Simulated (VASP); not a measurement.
Tb3YPb, 5 atoms in the cell. It takes space group Pm-3m (No. 221, cubic). Conventional cell: a = 5.535 Å, b = 5.535 Å, c = 5.535 Å, α = 90.00°, β = 90.00°, γ = 90.00°. Within 3.6 Å of Tb (site symmetry 4/mmm) lie 2 Y at 2.77 Å. Within 3.6 Å of Y (site symmetry m-3m) lie 6 Tb at 2.77 Å. Within 5.1 Å of Pb (site symmetry m-3m) lie 12 Tb at 3.91 Å and 8 Y at 4.79 Å. The cell was built from a structure type or drawn by symmetry, and may not be a known phase.

```yaml
Program: VASP 6.6.1
Task: single point
Functional: PBE
Potentials_or_basis: VASP PAW PBE potentials, release 64 (Tb_3, Y_sv, Pb_d), 4f in core
Cutoff: 500 eV
k_mesh: 3 × 3 × 3
Occupations: gaussian, width 0.2 eV
Spin: no spin polarisation
Dipole_correction: no
Mended: yes
Further_INCAR_settings: ALGO = Normal; EDIFF = 1e-06; NBANDS = 34
```

Potentials or basis: VASP PAW PBE potentials, release 64 (Tb_3, Y_sv, Pb_d), 4f in core.

The run is started by

```console
$ cat potpaw_PBE.64/Tb_3/POTCAR potpaw_PBE.64/Y_sv/POTCAR potpaw_PBE.64/Pb_d/POTCAR > POTCAR
$ mpirun -np 1 vasp_std > vasp.out
```

Hardware: 1 thread of Intel(R) Xeon(R) Platinum 8488C (Sapphire Rapids) (shared host).

Estimate the wall time of this run.

Run time: 38 s on 1 thread of Intel(R) Xeon(R) Platinum 8488C (Sapphire Rapids) (shared host), peak memory 0.25 GiB. Counts: scf iterations 14, k points 4.
